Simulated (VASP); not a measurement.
# MgO: single point with PBEsol

MgO:

```
Mg O
1.0
     0.82390    2.58941    2.58941
     2.58941    0.82390    2.58941
     2.58941    2.58941    0.82390
Mg O
1 1
Direct
  0.00000 0.00000 0.00000
  0.50000 0.50000 0.50000
```

This cell differs from its parent crystal: ratio of the length along [111] to the lengths across it x 1.7, volume and fractional coordinates fixed.

```
Program             : VASP 6.6.1
Task                : single point
Functional          : PBEsol
Potentials or basis : VASP PAW PBE potentials, release 64 (Mg, O)
Cutoff              : 520 eV
k mesh              : 10 × 10 × 10
Occupations         : gaussian, width 0.05 eV
Spin                : no spin polarisation
```

```
Pressure               : 18.9 GPa
Band gap on the k mesh : zero (band 4 reaches 6.13 eV, above the bottom of band 5 at 5.58 eV)
```

Stress tensor (GPa, compression positive):
```
 18.90 -62.95 -62.95
-62.95  18.90 -62.95
-62.95 -62.95  18.90
```

Levels at points of the mesh, in eV from the Fermi level:
```tsv
k point	band 2	band 3	band 4	band 5	band 6	band 7
(0.00, 0.00, 0.00)	-5.33	-3.05	0.35	0.35	12.69	12.81
(0.50, 0.00, 0.00)	-6.03	-3.98	-0.82	1.68	6.65	11.69
(0.50, 0.50, 0.00)	-5.90	-4.51	-0.85	3.14	5.47	11.30
(0.50, 0.50, 0.50)	-8.95	0.27	0.27	3.01	8.14	18.23
```

Run time: 15 s on 1 thread of Intel(R) Xeon(R) 6975P-C (Granite Rapids) (shared host), peak memory 0.17 GiB.

Caveat: the PAW data sets were made with another functional, which shifts forces and pressure a little.
